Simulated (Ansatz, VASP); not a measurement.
# MgS in VASP and in Ansatz

Contents of INCAR:

```
PREC = Accurate
ENCUT = 600
EDIFF = 1E-6
ISMEAR = 0
SIGMA = 0.02
LREAL = False
LASPH = True
NELM = 80
ALGO = Normal
ISIF = 3
LWAVE = False
LCHARG = False
GGA = PE
IBRION = 2
NSW = 100
EDIFFG = -0.01
```

Contents of KPOINTS:

```
Automatic mesh
0
Gamma
  8 8 8
```

The input POSCAR:

```
MgS
1.0
    0.0000000000      2.6135967066      2.6135967066
    2.6135967066      0.0000000000      2.6135967066
    2.6135967066      2.6135967066      0.0000000000
Mg S
1 1
Direct
    0.5000000000      0.5000000000      0.5000000000
    0.0000000000      0.0000000000      0.0000000000
```

Input for Ansatz:

```yaml
crystal:
  lattice:
    - [0.0, 2.6135967066, 2.6135967066]
    - [2.6135967066, 0.0, 2.6135967066]
    - [2.6135967066, 2.6135967066, 0.0]
  atoms:
    - { symbol: Mg, position: [0.5, 0.5, 0.5] }
    - { symbol: S, position: [0.0, 0.0, 0.0] }
basis:
  ecutwfc: 420
kpoints:
  mp_grid: { grid: [8, 8, 8] }
hamiltonian:
  xc: pbe
scf:
  occupations: { method: gaussian, width: 0.02 }
output:
  forces: true
  stress: true
  eigenvalues: true
relax:
  adjacent_minimum: "off"
  f_tol: 0.01
  max_steps: 80
  cell: { stress_tol: 0.05 }
```

Alike in both runs: task relaxation of cell and atoms; functional PBE; k mesh 8 × 8 × 8; occupations gaussian, width 0.02 eV; no spin polarisation.

```csv
,VASP,Ansatz
version,VASP 6.6.1,Ansatz 0.2.0
potentials or method,"VASP PAW PBE potentials, release 64 (Mg, S), cutoff 600 eV","scalar-relativistic, plane waves, PAW"
valence electrons in the cell,8,16
```

|  | VASP | Ansatz | Ansatz less VASP |
| --- | --- | --- | --- |
| gap on the k mesh at the Fermi level, each at its own relaxed structure (eV) | 2.75 | 2.76 | +0.006 |
| relaxed volume (Å³/atom) | 17.81 | 17.88 | +0.068 |
| relaxed cell length with the largest relative difference (Å) | 3.693 | 3.698 | +0.0047 |

VASP's potentials hold 8 valence electrons a cell and Ansatz's 16, so a difference there can come from the potentials and not from the codes.
